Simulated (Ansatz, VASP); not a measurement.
# Two plane-wave programs on Ti3Al

```
Ti Al
1.0
     2.86094    0.00000    0.00000
    -1.43047    2.47765    0.00000
     0.00000    0.00000    9.05134
Ti Al
3 1
Cartesian
  1.2985 0.6939 0.0000
  0.0457 1.6975 6.8023
  0.0457 1.6975 2.2491
  1.5024 0.8978 4.5257
```

Change from the starting cell: mode 4 frozen in at -0.132 Å and mode 5 at -0.132 Å (largest displacements).

Alike in both runs: task single point; functional LDA; k mesh 15 × 15 × 6; occupations gaussian, width 0.15 eV; no spin polarisation.

```csv
,VASP,Ansatz
version,VASP 6.6.1,Ansatz 0.2.0
potentials or method,"VASP PAW LDA potentials, release 64 (Ti_sv, Al), cutoff 520 eV","scalar-relativistic, plane waves, PAW"
valence electrons in the cell,39,39
```

|  | VASP | Ansatz | Ansatz less VASP |
| --- | --- | --- | --- |
| gap on the k mesh at the Fermi level (eV) | none | none | - |
| pressure (GPa) | -0.3 | -0.3 | +0.02 |
| traceless stress, the component that is largest in VASP (GPa) | -1.03 | -1.02 | +0.019 |
| rms of the force components (eV/Å) | 0.082 | 0.083 | +0.0005 |

Ansatz warns that its potentials were made for another functional, while VASP's fit it. LDA's correlation is that of Perdew and Zunger in VASP and of Perdew and Wang (1992) in Ansatz. Atom by atom the forces differ by 0.003 eV/Å (rms over components). A gap of «none» marks a metal or a gap that the smearing closes.
